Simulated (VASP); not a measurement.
Write the native input for VASP 6.6.1 that does the following.

* Task: relaxation of cell and atoms
* Functional: PBEsol
* Potentials or basis: VASP PAW PBE potentials, release 64 (Pd)
* Cutoff: 500 eV
* k mesh: 8 × 8 × 8
* Occupations: gaussian, width 0.1 eV
* Spin: no spin polarisation
* Dipole correction: no
* Further INCAR settings: ALGO = Normal; EDIFF = 1e-07; IBRION = 2; EDIFFG = -0.04; NSW = 90; ISIF = 3

The structure of Pd lies in POSCAR:

```
Pd
1.0
   -1.3696734646      1.3696734646      2.0837583665
    1.3696734646     -1.3696734646      2.0837583665
    1.3696734646      1.3696734646     -2.0837583665
Pd
1
Direct
    0.0000000000      0.0000000000      0.0000000000
```

These files were run (other wordings do the same):

INCAR

```
PREC     = Accurate       # precision mode
ENCUT    = 500            # plane-wave cutoff, eV
EDIFF    = 1E-7           # SCF threshold, eV
ISMEAR   = 0              # smearing method
SIGMA    = 0.1            # smearing width, eV
LREAL    = False          # projectors in reciprocal space
LASPH    = True           # aspherical terms in the spheres
NELM     = 120            # most SCF steps
ALGO     = Normal         # electronic algorithm
ISIF     = 3              # what is computed and relaxed
LWAVE    = False          # write WAVECAR
LCHARG   = False          # write CHGCAR
GGA      = PS             # functional
IBRION   = 2              # ionic algorithm
NSW      = 90             # ionic steps
EDIFFG   = -0.04          # ionic threshold
GGA_COMPAT= False        
NELMIN   = 4
```

KPOINTS

```
Automatic mesh
0
Gamma
  8 8 8
```

Potentials or basis: VASP PAW PBE potentials, release 64 (Pd).

Run with:

```sh
$ cat potpaw_PBE.64/Pd/POTCAR > POTCAR
$ mpirun -np 1 vasp_std > vasp.out
```

It gave:

```yaml
Relaxed_volume: 14.57 Å³/atom
Relaxed_cell: a = 2.741 Å, b = 2.741 Å, c = 2.741 Å, α = 119.96°, β = 119.96°, γ = 90.06°
Space_group_after_relaxing_to_0.05_Å: Fm-3m (No. 225)
Energy_gained_by_relaxing: 49.2 meV/atom
Ionic_steps: 9
Pressure_after_relaxing: 0.4 GPa
Band_gap_on_the_k_mesh: zero (band 5 reaches 10.19 eV, above the bottom of band 6 at 8.56 eV)
```

Caveat: the k points lie up to 0.41 Å⁻¹ apart in the final cell; the PAW data sets were made with another functional, which shifts forces and pressure a little.

Wall time 42 s on 1 thread of Intel Xeon 6975P-C (shared host), peak memory 0.15 GiB.
